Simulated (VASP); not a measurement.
Write the native input for VASP 6.6.1 that does the following.

```
Task                   : single point
Functional             : PBE
Potentials or basis    : VASP PAW PBE potentials, release 64 (As, B, Sb)
Cutoff                 : 500 eV
k mesh                 : 6 × 6 × 4
Occupations            : gaussian, width 0.01 eV
Spin                   : no spin polarisation
Dipole correction      : no
Further INCAR settings : ALGO = Normal; EDIFF = 1e-06; NBANDS = 16
```

The structure of B2SbAs lies in POSCAR:

```
B2SbAs
1.0
    3.5470589548      0.0000000000      0.0000000000
    0.0000000000      3.5470589548      0.0000000000
    0.0000000000      0.0000000000      5.0342303828
As B Sb
1 2 1
Direct
    0.0000000000      0.0000000000      0.0000000000
    0.0000000000      0.5000000000      0.7698922569
    0.5000000000      0.0000000000      0.2301077431
    0.5000000000      0.5000000000      0.5000000000
```

The input as run:

INCAR

```
PREC     = Accurate       # precision mode
ENCUT    = 500            # plane-wave cutoff, eV
EDIFF    = 1E-6           # SCF threshold, eV
ISMEAR   = 0              # smearing method
SIGMA    = 0.01           # smearing width, eV
LREAL    = F              # projectors in reciprocal space
LASPH    = T              # aspherical terms in the spheres
NELM     = 120            # most SCF steps
ALGO     = Normal         # electronic algorithm
ISIF     = 2              # what is computed and relaxed
LWAVE    = F              # write WAVECAR
LCHARG   = F              # write CHGCAR
GGA      = PE             # functional
NBANDS   = 16             # bands
GGA_COMPAT= F
```

KPOINTS

```
regular mesh
0
Gamma
  6 6 4
```

Potentials or basis: VASP PAW PBE potentials, release 64 (As, B, Sb).

Command:

```sh
$ cat potpaw_PBE.64/As/POTCAR potpaw_PBE.64/B/POTCAR potpaw_PBE.64/Sb/POTCAR > POTCAR
$ mpirun -np 1 vasp_std > vasp.out
```

Results of the run:

```
Pressure               : 2.2 GPa
Largest force          : 0.074 eV/Å
Band gap on the k mesh : 0.83 eV, indirect (least direct gap 0.89 eV)
```

Caveat: spin-orbit coupling is left out, which moves the levels of the heavy elements.

Run time: 12 s on 1 thread of Intel(R) Xeon(R) 6975P-C (Granite Rapids) (shared host), peak memory 0.19 GiB.
